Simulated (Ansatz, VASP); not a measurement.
## One calculation of SiC, two programs

```
CELL_PARAMETERS angstrom
3.08870 0.00000 0.00000
-1.54435 2.67489 0.00000
0.00000 0.00000 4.67784
ATOMIC_POSITIONS crystal
Si 0.33333 0.66667 0.00456
Si 0.66667 0.33333 0.50456
C 0.33333 0.66667 0.38044
C 0.66667 0.33333 0.88044
```

Alike in both runs: task relaxation of the atoms; functional PBE; k mesh 12 × 12 × 6; occupations gaussian, width 0.05 eV; no spin polarisation.

```csv
,VASP,Ansatz
version,VASP 6.6.1,Ansatz 0.2.0
potentials or method,"VASP PAW PBE potentials, release 64 (Si, C), cutoff 520 eV","scalar-relativistic, plane waves, PAW"
valence electrons in the cell,16,16
```

```csv
,VASP,Ansatz,Ansatz less VASP
"gap on the k mesh at the Fermi level, each at its own relaxed structure (eV)",1.67,1.68,+0.010
```

Ansatz's warnings: stress scf threshold loose.
